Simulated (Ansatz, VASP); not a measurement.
**Two plane-wave programs on Sn**

```
Sn
1.0
     0.00000    3.32890    3.32890
     3.32890    0.00000    3.32890
     3.32890    3.32890    0.00000
Sn
2
Direct
  0.50000 0.50000 0.50000
  0.75000 0.75000 0.75000
```

Alike in both runs: task single point; functional PBE; k mesh 8 × 8 × 8; no spin polarisation.

|  | VASP | Ansatz |
| --- | --- | --- |
| version | VASP 6.6.1 | Ansatz 0.2.0 |
| potentials or method | VASP PAW PBE potentials, release 64 (Sn_d), cutoff 520 eV | plane waves (420 eV) with PAW, scalar-relativistic |
| occupations | methfessel-paxton of order 1, width 1 eV | cold, width 1 eV |
| valence electrons in the cell | 28 | 28 |

VASP gave:

* pressure (GPa): -0.2

Problem. Estimate Ansatz's values.

Solution. Pressure (GPa): -0.5.
